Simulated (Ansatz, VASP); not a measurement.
## Nb5N in VASP and in Ansatz

```xyz
6
Lattice="-1.6242 1.6242 9.0892 1.6242 -1.6242 9.0892 1.6242 1.6242 -9.0892" Properties=species:S:1:pos:R:3 pbc="T T T"
Nb    0.0000    0.0000   16.1165
Nb    0.0000    0.0000    2.0619
Nb    0.0000    0.0000    9.0892
Nb    0.0000    0.0000    5.3777
Nb    0.0000    0.0000   12.8006
N     0.0000    0.0000    0.0000
```

Alike in both runs: functional PBE; k mesh 7 × 7 × 7; occupations gaussian, width 0.2 eV; no spin polarisation.

Ansatz relaxed the structure, and its values are those at the end. VASP's run is a single point on that final structure, the one shown.

|  | VASP | Ansatz |
| --- | --- | --- |
| version | VASP 6.6.1 | Ansatz 0.2.0 |
| potentials or method | VASP PAW PBE potentials, release 64 (Nb_sv, N), cutoff 520 eV | scalar-relativistic, plane waves, PAW |
| valence electrons in the cell | 70 | 70 |

VASP gave:

| Item | Value |
| --- | --- |
| gap on the k mesh at the Fermi level (eV) | none |
| pressure (GPa) | -0.3 |
| rms of the force components (eV/Å) | 0.024 |

Estimate Ansatz's values.

gap on the k mesh at the Fermi level (eV): none; pressure (GPa): 0.1; rms of the force components (eV/Å): 0.023.

A gap of «none» marks a metal or a gap that the smearing closes.

The k mesh is coarse, so the values compare programs but aren't converged.
